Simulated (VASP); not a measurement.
Here is a VASP 6.6.1 calculation.

Contents of INCAR:

```
ALGO = Normal
EDIFF = 1E-6
ENCUT = 520
GGA = PE
ISIF = 2
ISMEAR = 0
ISPIN = 2
LASPH = T
LCHARG = F
LMAXMIX = 4
LORBIT = 11
LREAL = F
LWAVE = F
MAGMOM = 1 1 1 0
NBANDS = 32
NELM = 150
PREC = Accurate
SIGMA = 0.1
```

Contents of KPOINTS:

```
k-points
0
Gamma
  4 4 4
```

File POSCAR:

```
Sc3Te
1.0
    0.0000000000      3.5682048700      3.5682048700
    3.5682048700      0.0000000000      3.5682048700
    3.5682048700      3.5682048700      0.0000000000
Sc Te
3 1
Direct
    0.2500000000      0.2500000000      0.2500000000
    0.7500000000      0.7500000000      0.7500000000
    0.5000000000      0.5000000000      0.5000000000
    0.0000000000      0.0000000000      0.0000000000
```

Potentials or basis: VASP PAW PBE potentials, release 64 (Sc_sv, Te).

The run is started by

```sh
$ cat potpaw_PBE.64/Sc_sv/POTCAR potpaw_PBE.64/Te/POTCAR > POTCAR
$ mpirun -np 1 vasp_std > vasp.out
```

Question: Estimate the net moment.

Answer: 0.66 μB per cell.

Question: Predict the pressure.

Answer: 0.1 GPa.

Question: What does it give for the site moments?

Answer: Sc +0.06, +0.30; Te +0.00 μB.

Caveat: the k points lie up to 0.38 Å⁻¹ apart.
